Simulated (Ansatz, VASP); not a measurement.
Given: the input of a run of VASP 6.6.1 on Cu3Te.

The input INCAR:

```
SYSTEM = Cu3Te
PREC = Accurate ; ENCUT = 520
EDIFF = 1E-7 ; ISMEAR = -1
SIGMA = 0.05 ; LREAL = .False.
LASPH = .True. ; NELM = 60
ALGO = Fast ; ISIF = 2
LWAVE = .False. ; LCHARG = .True.
GGA = PE ; LELF = .True.
LVHAR = .True. ; NBANDS = 28
```

The input KPOINTS:

```
Automatic mesh
0
Gamma
  7 7 7
  0 0 0
```

POSCAR

```
Cu3Te
1.0
    3.9466620000      0.0000000000      0.0000000000
    0.0000000000      3.9466620000      0.0000000000
    0.0000000000      0.0000000000      3.9466620000
Te Cu
1 3
Direct
    0.0000000000      0.0000000000      0.0000000000
    0.5000000000      0.5000000000      0.0000000000
    0.5000000000      0.0000000000      0.5000000000
    0.0000000000      0.5000000000      0.5000000000
```

Potentials or basis: VASP PAW PBE potentials, release 64 (Te, Cu).

The run is started by

```bash
$ cat potpaw_PBE.64/Te/POTCAR potpaw_PBE.64/Cu/POTCAR > POTCAR
$ mpirun -np 1 vasp_std > vasp.out
```

Q: Translate it to Ansatz 0.2.0. Potentials there: Ansatz PAW.

A: As run (the cutoff follows the program's own potentials):

Contents of input.yaml:

```yaml
crystal:
  lattice:
    - [3.946662, 0.0, 0.0]
    - [0.0, 3.946662, 0.0]
    - [0.0, 0.0, 3.946662]
  atoms:
    - { symbol: Te, position: [0.0, 0.0, 0.0] }
    - { symbol: Cu, position: [0.5, 0.5, 0.0] }
    - { symbol: Cu, position: [0.5, 0.0, 0.5] }
    - { symbol: Cu, position: [0.0, 0.5, 0.5] }
hamiltonian:
  xc: pbe
  pseudopotentials: { kind: paw }
kpoints:
  mp_grid: { grid: [7, 7, 7] }
scf:
  occupations: { method: fermi_dirac, width: 0.05 }
output:
  forces: true
  stress: true
  eigenvalues: true
```

Potentials or basis: Ansatz PAW.

Launch:

```bash
$ ansatz run input.yaml --threads 2 --pin off --max-ram 5120MiB --backend cpu --events-out ev --progress --plain --runs-dir out
```

Both were run:

|  | VASP | Ansatz | Ansatz less VASP |
| --- | --- | --- | --- |
| gap on the k mesh at the Fermi level (eV) | none | none | - |
| pressure (GPa) | 1.3 | 1.1 | -0.19 |

A gap of «none» marks a metal or a gap that the smearing closes. The functional is the same, so the differences come from potentials, cutoffs and numerics. VASP's potentials hold 39 valence electrons a cell and Ansatz's 73, so a difference there can come from the potentials and not from the codes.

Neither program's run includes spin-orbit coupling.
